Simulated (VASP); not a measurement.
# CdS: single point with HSE06

Crystal: CdS.

```
CELL_PARAMETERS angstrom
0.00000 2.94539 2.94539
2.94539 0.00000 2.94539
2.94539 2.94539 0.00000
ATOMIC_POSITIONS crystal
Cd 0.00000 0.00000 0.00000
S 0.75000 0.75000 0.75000
```

```json
{
 "Program": "VASP 6.6.1",
 "Task": "single point",
 "Functional": "HSE06",
 "Potentials or basis": "VASP PAW PBE potentials, release 64 (Cd, S)",
 "Cutoff": "520 eV",
 "k mesh": "4 × 4 × 4",
 "Occupations": "fermi-dirac, width 0.05 eV",
 "Spin": "no spin polarisation"
}
```

```json
{
 "Pressure": "0.2 GPa",
 "Band gap on the k mesh": "2.11 eV"
}
```

Levels at points of the mesh, in eV from the valence-band top:
```
           k point  band 6  band 7  band 8  band 9  band 10  band 11  band 12  band 13
(0.00, 0.00, 0.00)   -8.33    0.00    0.00    0.00     2.11     7.70     7.70     7.70
(0.50, 0.00, 0.00)   -7.94   -4.50   -0.76   -0.76     4.06     8.14     8.14     8.58
(0.50, 0.50, 0.00)   -7.85   -4.08   -1.90   -1.90     4.49     5.43    10.41    12.09
```

It took 7.3 min on 1 thread of Intel Xeon 8259CL, with other jobs on the host, peak memory 0.28 GiB.

Caveat: the k points lie up to 0.46 Å⁻¹ apart; the PAW data sets were made with another functional, which shifts forces and pressure a little.
